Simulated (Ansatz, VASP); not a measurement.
**One calculation of GaN, two programs**

```
Ga N
1.0
     3.11508    0.00000    0.00000
    -1.55754    2.69774    0.00000
     0.00000    0.00000    5.06054
Ga N
2 2
Direct
  0.66667 0.33333 0.50000
  0.33333 0.66667 0.00000
  0.66667 0.33333 0.87500
  0.33333 0.66667 0.37500
```

Alike in both runs: task single point; functional RPBE; dispersion D4; k mesh 10 × 10 × 5; occupations fermi-dirac, width 0.05 eV; no spin polarisation.

```csv
,VASP,Ansatz
version,VASP 6.6.1,Ansatz 0.2.0
potentials or method,"VASP PAW PBE potentials, release 64 (Ga_d, N)",Ansatz PAW
plane-wave cutoff (eV),520,420
valence electrons in the cell,36,36
```

```tsv
	VASP	Ansatz	Ansatz less VASP
gap on the k mesh at the Fermi level (eV)	2.45	2.42	-0.031
least direct gap on the mesh (eV)	2.45	2.42	-0.031
pressure (GPa)	11.3	11.7	+0.44
traceless stress, the component that is largest in VASP (GPa)	1.98	1.96	-0.016
rms of the force components (eV/Å)	0.081	0.085	+0.0042
```

VASP's potentials were made for PBE, not for RPBE. Atom by atom the forces differ by 0.004 eV/Å (rms over components).

Noted on Ansatz's run: odd divisions of the mesh miss points on the zone boundary, where band edges often lie, so the gap on the mesh can be too wide.
